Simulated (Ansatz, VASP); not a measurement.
## Two plane-wave programs on Zn

```
Zn
1.0
     2.67000    0.00000    0.00000
    -1.33500    2.31229    0.00000
     0.00000    0.00000    4.96600
Zn
2
Direct
  0.66667 0.33333 0.75000
  0.33333 0.66667 0.25000
```

Alike in both runs: functional RPBE; k mesh 7 × 7 × 3; occupations fermi-dirac, width 0.05 eV; no spin polarisation.

```csv
,VASP,Ansatz
version,VASP 6.6.1,Ansatz 0.2.0
potentials or method,"VASP PAW PBE potentials, release 64 (Zn)",Ansatz PAW
plane-wave cutoff (eV),520,420
valence electrons in the cell,24,24
task,single point,band structure
```

|  | VASP | Ansatz | Ansatz less VASP |
| --- | --- | --- | --- |
| gap on the k mesh at the Fermi level (eV) | none | none | - |
| pressure (GPa) | 2.4 | 2.1 | -0.33 |
| traceless stress, the component that is largest in VASP (GPa) | 0.12 | 0.39 | +0.265 |

VASP's potentials were made for PBE, not for RPBE. A gap of «none» marks a metal or a gap that the smearing closes. With one functional, cell and mesh, what is left measures potentials, basis and numerics.

The k mesh is coarse, so the values compare programs but aren't converged.
